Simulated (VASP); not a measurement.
## Co: single point with PBE

Co:

```xyz
3
Lattice="3.7822 0.0000 0.0000 0.0000 3.7822 0.0000 0.0000 0.0000 3.7822" Properties=species:S:1:pos:R:3 pbc="T T T"
Co    1.8911    0.0000    0.0000
Co    0.0000    1.8911    0.0000
Co    0.0000    0.0000    1.8911
```

The cell was built from a structure type or drawn by symmetry, and may not be a known phase.

```json
{"Program": "VASP 6.6.1", "Task": "single point", "Functional": "PBE", "Potentials or basis": "VASP PAW PBE potentials, release 64 (Co)", "Cutoff": "520 eV", "k mesh": "4 × 4 × 4", "Occupations": "gaussian, width 0.1 eV", "Spin": "collinear spin, ferromagnetic start", "Starting moments": "[3.0, 3.0, 3.0] μB"}
```

```
Pressure                                              : -22.3 GPa
Net moment                                            : 5.84 μB per cell
Site moments                                          : Co +2.00 μB
Valence electrons inside the program's atomic spheres : Co 7.80
```

Levels at points of the mesh, in eV from the Fermi level:
Spin up:
```tsv
k point	band 14	band 15	band 16	band 17	band 18	band 19
(0.00, 0.00, 0.00)	-1.01	-1.01	-1.01	3.47	3.47	3.47
(0.50, 0.00, 0.00)	-1.95	-1.95	-1.65	-1.00	6.33	6.33
(0.50, 0.50, 0.00)	-1.91	-1.73	-1.18	0.93	0.93	1.02
(0.50, 0.50, 0.50)	-1.16	-1.16	-0.21	1.75	1.75	1.75
```
Spin down:
| k point | band 6 | band 7 | band 8 | band 9 | band 10 | band 11 | band 12 | band 13 | band 14 | band 15 |
| --- | --- | --- | --- | --- | --- | --- | --- | --- | --- | --- |
| (0.00, 0.00, 0.00) | -1.79 | -1.79 | 0.22 | 0.22 | 0.22 | 0.79 | 0.79 | 0.79 | 0.81 | 0.81 |
| (0.50, 0.00, 0.00) | -1.20 | -0.98 | -0.98 | -0.94 | -0.18 | 0.03 | 0.08 | 0.16 | 0.20 | 0.20 |
| (0.50, 0.50, 0.00) | -1.02 | -1.02 | -0.84 | -0.84 | -0.74 | -0.22 | -0.01 | 0.10 | 0.10 | 0.57 |
| (0.50, 0.50, 0.50) | -0.88 | -0.88 | -0.18 | 0.25 | 0.25 | 0.25 | 0.53 | 0.53 | 0.72 | 0.72 |

It took 14 s on 1 thread of Intel(R) Xeon(R) 6975P-C (Granite Rapids), on a shared host, peak memory 0.16 GiB.

Caveat: the k points lie up to 0.42 Å⁻¹ apart.
